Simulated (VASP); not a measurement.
# Ta (Im-3m) in VASP: a series of runs

The runs below take Ta through single point, relaxation of cell and atoms, with LDA.

Program: VASP 6.6.1. These are calculated values, not measurements. Logs are shortened: lines on timing, memory, paths and dates and some standing lists are left out, and cuts for length are marked.

### Step 1. The cell of the first run

It takes space group Im-3m (No. 229, cubic). Conventional cell: a = 3.247 Å, b = 3.247 Å, c = 3.247 Å, α = 90.00°, β = 90.00°, γ = 90.00°. Within 3.7 Å of Ta (site symmetry m-3m) lie 14 Ta at 2.81 to 3.25 Å.

### Step 2. Single point, LDA

Contents of INCAR:

```
SYSTEM = Ta
  PREC = Accurate
  ENCUT = 520
  EDIFF = 1E-6
  ISMEAR = 0
  SIGMA = 0.1
  LREAL = .False.
  LASPH = .True.
  NELM = 60
  ALGO = Normal
  ISIF = 2
  LWAVE = .False.
  LCHARG = .False.
  GGA = CA
  NBANDS = 12
```

Contents of KPOINTS:

```
regular mesh
0
Gamma
  8 8 8
  0 0 0
```

Contents of POSCAR:

```
Ta
1.0
   -1.6234893960      1.6234893960      1.6234893960
    1.6234893960     -1.6234893960      1.6234893960
    1.6234893960      1.6234893960     -1.6234893960
Ta
1
Direct
    0.0000000000      0.0000000000      0.0000000000
```

Potentials or basis: VASP PAW LDA potentials, release 64 (Ta_pv).

Launch:

```sh
> cat potpaw_LDA.64/Ta_pv/POTCAR > POTCAR
> mpirun -np 1 vasp_std > vasp.out
```

OUTCAR:

```text
SYSTEM = Ta
   PREC = Accurate
   ENCUT = 520
   EDIFF = 1E-6
   ISMEAR = 0
   LREAL = .False.
   LASPH = .True.
   NELM = 60
   ISIF = 2
   GGA = CA

 ion  position               nearest neighbor table
   1  0.000  0.000  0.000-

  LATTYP: Found a body centered cubic cell.
 ALAT       =     3.2469787920

  Lattice vectors:

 A1 = (  -1.6234893960,   1.6234893960,   1.6234893960)
 A2 = (   1.6234893960,  -1.6234893960,   1.6234893960)
 A3 = (   1.6234893960,   1.6234893960,  -1.6234893960)

Analysis of symmetry for initial positions (statically):
=====================================================================
 Subroutine PRICEL returns:
 Original cell was already a primitive cell.

 Routine SETGRP: Setting up the symmetry group for a
 body centered cubic supercell.

 Subroutine GETGRP returns: Found 48 space group operations
 (whereof 48 operations were pure point group operations)
 out of a pool of 48 trial point group operations.

The static configuration has the point symmetry O_h .

Analysis of symmetry for dynamics (positions and initial velocities):
=====================================================================
 Subroutine PRICEL returns:
 Original cell was already a primitive cell.

 Routine SETGRP: Setting up the symmetry group for a
 body centered cubic supercell.

 Subroutine GETGRP returns: Found 48 space group operations
 (whereof 48 operations were pure point group operations)
 out of a pool of 48 trial point group operations.

The dynamic configuration has the point symmetry O_h .

 Subroutine INISYM returns: Found 48 space group operations
 (whereof 48 operations are pure point group operations),
 and found     1 'primitive' translations

----------------------------------------------------------------------------------------

                                     Primitive cell

  volume of cell :      17.1162

  direct lattice vectors                    reciprocal lattice vectors
    -1.623489396  1.623489396  1.623489396     0.000000000  0.307978605  0.307978605
     1.623489396 -1.623489396  1.623489396     0.307978605  0.000000000  0.307978605
     1.623489396  1.623489396 -1.623489396     0.307978605  0.307978605  0.000000000

  length of vectors
     2.811966119  2.811966119  2.811966119     0.435547521  0.435547521  0.435547521

  position of ions in fractional coordinates (direct lattice)
     0.000000000  0.000000000  0.000000000

  ion indices of the primitive-cell ions
   primitive index   ion index
                 1           1

----------------------------------------------------------------------------------------

 KPOINTS: regular mesh

Automatic generation of k-mesh.
 Grid dimensions read from file:
 generate k-points for:    8    8    8

 Generating k-lattice:

  Cartesian coordinates                     Fractional coordinates (reciprocal lattice)
     0.000000000  0.038497326  0.038497326     0.125000000  0.000000000  0.000000000
     0.038497326  0.000000000  0.038497326     0.000000000  0.125000000  0.000000000
     0.038497326  0.038497326  0.000000000     0.000000000  0.000000000  0.125000000

  Length of vectors
     0.054443440  0.054443440  0.054443440

  Shift w.r.t. Gamma in fractional coordinates (k-lattice)
     0.000000000  0.000000000  0.000000000

 Subroutine IBZKPT returns following result:
 ===========================================

 Found     29 irreducible k-points:

 Following reciprocal coordinates:
            Coordinates               Weight
  0.000000  0.000000  0.000000      1.000000
  0.125000  0.000000  0.000000     12.000000
  0.250000  0.000000  0.000000     12.000000
  0.375000  0.000000  0.000000     12.000000
  0.500000  0.000000  0.000000      6.000000
  0.125000  0.125000  0.000000     24.000000
[... 16 lines left out ...]
 -0.250000  0.250000  0.250000      6.000000
 -0.375000  0.375000  0.250000     24.000000
 [... further k-points ...]
   k-points           NKPTS =     29   k-points in BZ     NKDIM =     29   number of bands    NBANDS=     12
   number of dos      NEDOS =    301   number of ions     NIONS =      1
   total plane-waves  NPLWV =  13824
   dimension x,y,z NGX =    24 NGY =   24 NGZ =   24
   dimension x,y,z NGXF=    48 NGYF=   48 NGZF=   48
   ions per type =               1
   NGX,Y,Z   is equivalent  to a cutoff of  14.19, 14.19, 14.19 a.u.
   NGXF,Y,Z  is equivalent  to a cutoff of  28.38, 28.38, 28.38 a.u.
 SYSTEM =  Ta
   PREC   = accura    normal or accurate (medium, high low for compatibility)
   ISTART =      0    job   : 0-new  1-cont  2-samecut
   ICHARG =      2    charge: 1-file 2-atom 10-const
   ISPIN  =      1    spin polarized calculation?
   LNONCOLLINEAR =      F non collinear calculations
   LSORBIT =      F    spin-orbit coupling
   LASPH  =      T    aspherical Exc in radial PAW
   ENCUT  =  520.0 eV  38.22 Ry    6.18 a.u.   5.23  5.23  5.23*2*pi/ulx,y,z
   NELM   =     60;   NELMIN=  2; NELMDL= -5     # of ELM steps
   EDIFF  = 0.1E-05   stopping-criterion for ELM
   LREAL  =      F    real-space projection
   EDIFFG = 0.1E-04   stopping-criterion for IOM
   NSW    =      0    number of steps for IOM
   IBRION =     -1    ionic relax: 0-MD 1-quasi-New 2-CG
   NFREE  =      0    steps in history (QN), initial steepest desc. (CG)
   ISIF   =      2    stress and relaxation
   ISYM   =      2    0-nonsym 1-usesym 2-fastsym
   POTIM  = 0.5000    time-step for ionic-motion
   TEBEG  =    0.0;   TEEND  =   0.0 temperature during run
   PSTRESS=    0.0 pullay stress
   NELECT =      11.0000    total number of electrons
   NUPDOWN=      -1.0000    fix difference up-down
   EMIN   =  10.00;   EMAX   =-10.00  energy-range for DOS
[... 5 lines left out ...]
     AMIX     =   0.40;   BMIX     =  1.00
     AMIX_MAG =   1.60;   BMIX_MAG =  1.00
  volume/ion in A,a.u.               =      17.12       115.51
  Fermi-wavevector in a.u.,A,eV,Ry     =   1.412764  2.669737 27.155895  1.995902
  Thomas-Fermi vector in A             =   2.534479
   LORBIT       =      0    0 simple, 1 ext, 2 COOP (PROOUT), +10 PAW based schemes
   GGA     = CA    functional components
   LHFCALC =     F    Hartree Fock is set to
   AEXX    =    0.0000 exact exchange contribution
   IVDW    =     0    specifies the selected vdW correction
   LEPSILON=     F    determine dielectric tensor
   LRPA    =     F    only Hartree local field effects (RPA)
 non-spin polarized calculation
 Gauss-broadening in eV      SIGMA  =   0.10
  energy-cutoff  :      520.00
  volume of cell :       17.12
 maximum number of plane-waves:       471
 NGX is ok and might be reduce to    24
   NGX = 11   NGY = 11   NGZ = 11

 number of electron      10.9999999 magnetization

 Free energy of the ion-electron system (eV)
  ---------------------------------------------------
  ext. energy  EPLUGINS =         0.00000000
  ---------------------------------------------------
  free energy    TOTEN  =       -12.86741235 eV

  energy without entropy =      -12.86371935  energy(sigma->0) =      -12.86556585

 E-fermi :   5.7586     XC(G=0): -13.0559

 val. band max:        5.7020656957   @ k =   0.2500   0.0000   0.0000
 cond. band min:       5.7894713954   @ k =  -0.2500   0.2500   0.1250
 fundamental gap:      0.0874056997
 Fermi energy:         5.7585768868

 k-point     1 :       0.0000    0.0000    0.0000
  band No.  band energies     occupation
      1     -26.8650      2.00000
      2     -26.8650      2.00000
      3     -26.8650      2.00000
      4      -2.2018      2.00000
      5       6.4978      0.00000
      6       6.4978      0.00000
      7       6.4978      0.00000
      8       9.9426      0.00000
      9       9.9426      0.00000
     10      19.6963      0.00000
     11      21.1425      0.00000
     12      21.1425      0.00000

 k-point     2 :       0.1250    0.0000    0.0000
  band No.  band energies     occupation
      1     -27.0904      2.00000
      2     -26.9336      2.00000
      3     -26.8665      2.00000
      4      -1.4790      2.00000
      5       6.0493      0.00004
      6       6.3151      0.00000
      7       7.2254      0.00000
      8       9.3695      0.00000
      9       9.9554      0.00000
     10      19.6960      0.00000
     11      21.7258      0.00000
     12      22.3978      0.00000

 k-point     3 :       0.2500    0.0000    0.0000
  band No.  band energies     occupation
      1     -27.6056      2.00000
      2     -27.0959      2.00000
      3     -26.8704      2.00000
      4       0.1930      2.00000
      5       5.1321      2.00000
      6       5.7021      1.57582
      7       9.2863      0.00000
      8       9.3349      0.00000
      9      10.1416      0.00000
     10      19.6940      0.00000
     11      21.4776      0.00000
     12      23.4067      0.00000
[... 286 lines left out ...]
 k-point    23 :      -0.2500    0.2500    0.2500
  band No.  band energies     occupation
      1     -27.6348      2.00000
      2     -27.3463      2.00000
      3     -27.3463      2.00000
      4       2.1836      2.00000
      5       4.6963      2.00000
      6       7.1076      0.00000
      7       7.1076      0.00000
      8       9.1175      0.00000
      9      11.1143      0.00000
     10      19.6916      0.00000
     11      21.0497      0.00000
     12      26.2904      0.00000

 k-point    24 :      -0.3750    0.3750    0.2500
  band No.  band energies     occupation
      1     -27.9193      2.00000
      2     -27.5167      2.00000
      3     -27.3906      2.00000
      4       2.9270      2.00000
      5       3.6744      2.00000
      6       7.1134      0.00000
      7       7.8520      0.00000
      8      11.5210      0.00000
      9      11.7339      0.00000
     10      19.6859      0.00000
     11      20.6556      0.00000
     12      23.0669      0.00000

 [... further k-points ...]

------------------------ aborting loop because EDIFF is reached ----------------------------------------

  FORCE on cell =-STRESS in cart. coord.  units (eV):
  Direction    XX          YY          ZZ          XY          YZ          ZX
  --------------------------------------------------------------------------------------
  -------------------------------------------------------------------------------------
  Total        0.1070612      0.1070612      0.1070612     -0.0000000      0.0000000      0.0000000
  in kB       10.0215338     10.0215338     10.0215338     -0.0000000      0.0000000      0.0000000
  external PRESSURE =      10.0215338 kB  Pullay stress =       0.0000000 kB

 VOLUME and BASIS-vectors are now :
 -----------------------------------------------------------------------------
  energy-cutoff  :      520.00
  volume of cell :       17.12
      direct lattice vectors                 reciprocal lattice vectors
    -1.623489396  1.623489396  1.623489396     0.000000000  0.307978605  0.307978605
     1.623489396 -1.623489396  1.623489396     0.307978605  0.000000000  0.307978605
     1.623489396  1.623489396 -1.623489396     0.307978605  0.307978605  0.000000000

 POSITION                                       TOTAL-FORCE (eV/Angst)
 -----------------------------------------------------------------------------------
      0.00000      0.00000      0.00000         0.000000     -0.000000      0.000000
 -----------------------------------------------------------------------------------
    total drift:                                0.000000      0.000000      0.000000

  FREE ENERGIE OF THE ION-ELECTRON SYSTEM (eV)
  ---------------------------------------------------
  free  energy   TOTEN  =       -12.8674123503 eV

  energy  without entropy=      -12.8637193498  energy(sigma->0) =      -12.86556585
```

Wall time 5.2 s (1 thread of Intel Xeon 8259CL, shared host); peak memory 0.13 GiB.

Results:

```
Free energy : -12.8674 eV
Pressure    : 1.0 GPa
```

Levels at points of the mesh, in eV from the Fermi level:
```tsv
k point	band 3	band 4	band 5	band 6	band 7	band 8
(0.00, 0.00, 0.00)	-32.62	-7.96	0.74	0.74	0.74	4.18
(0.50, 0.00, 0.00)	-32.63	-4.53	-1.67	2.06	4.10	5.17
(0.50, 0.50, 0.50)	-33.60	-4.06	-4.06	7.28	7.28	7.28
```

Caveat: spin-orbit coupling is left out, which moves the levels of the heavy elements.

(Part 1 of 2 ends here.)
